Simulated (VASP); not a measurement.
Mg64O64F (a cell with a defect), 129 atoms in the cell. The cell holds a defect, 129 atoms: a = 12.033 Å, b = 12.033 Å, c = 12.033 Å, α = 60.00°, β = 60.00°, γ = 60.00°. 

```yaml
Program: VASP 6.6.1
Task: single point
Functional: PBE
Potentials_or_basis: VASP PAW PBE potentials, release 64 (Mg, O, F)
Cutoff: 520 eV
k_mesh: 1 × 1 × 1
Occupations: fermi-dirac, width 0.01 eV
Spin: no spin polarisation
Dipole_correction: no
Charge: -1
Further_INCAR_settings: LREAL = Auto; ALGO = Normal; EDIFF = 1e-07; NBANDS = 330; NELECT = 520.0
```

Potentials or basis: VASP PAW PBE potentials, release 64 (Mg, O, F).

Launch:

```sh
$ cat potpaw_PBE.64/Mg/POTCAR potpaw_PBE.64/O/POTCAR potpaw_PBE.64/F/POTCAR > POTCAR
$ mpirun -np 1 vasp_gam > vasp.out
```

Hardware: 1 thread of Intel(R) Xeon(R) Platinum 8259CL CPU @ 2.50GHz (Skylake/Cascade Lake) (shared host).

Q: How long does it take, and how much memory?

A: It took 21 min on 1 thread of Intel(R) Xeon(R) Platinum 8259CL CPU @ 2.50GHz (Skylake/Cascade Lake), with other jobs on the host, peak memory 1.4 GiB. Counts: scf iterations 20, k points 1.
